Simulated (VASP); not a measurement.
Mo3H2:

```xyz
5
Lattice="4.2851 0.0000 0.0000 -2.1425 3.7110 0.0000 0.0000 0.0000 3.4755" Properties=species:S:1:pos:R:3 pbc="T T T"
H     0.0000    2.4740    0.6387
H     2.1425    1.2370    2.8368
Mo    0.0000    0.0000    0.0000
Mo    0.0000    2.4740    2.3804
Mo    2.1425    1.2370    1.0951
```

| Property | Result |
| --- | --- |
| Program | VASP 6.6.1 |
| Task | relaxation of cell and atoms |
| Functional | PBE |
| Potentials or basis | VASP PAW PBE potentials, release 64 (H, Mo_sv) |
| Cutoff | 600 eV |
| k mesh | 6 × 6 × 6 |
| Occupations | gaussian, width 0.1 eV |
| Spin | no spin polarisation |

At the start: pressure 0.0 GPa; volume 11.05 Å³/atom.

Problem. Where does the relaxation end?

Solution. Over 5 steps the energy falls by 3.3 meV/atom and the volume is 11.08 Å³/atom (+0.3 %); space group P-3m1 (No. 164, to 0.1 Å) before and after.

The path:
```csv
step,energy change (eV),largest force (eV/Å),pressure (GPa),volume (Å³)
1,0.0000,0.1208,0.01,55.27
2,-0.0151,0.1101,0.35,55.27
3,-0.0156,0.1275,0.44,55.27
4,-0.0159,0.1101,-0.47,55.52
5,-0.0164,0.0330,-0.09,55.41
```

Final structure:
```
H Mo
1.0
     4.32191    0.00000    0.00000
    -2.16095    3.74288    0.00000
     0.00000    0.00000    3.42531
H Mo
2 3
Direct
  0.33333 0.66667 0.18531
  0.66667 0.33333 0.81469
  0.00000 0.00000 0.00000
  0.33333 0.66667 0.68643
  0.66667 0.33333 0.31356
```
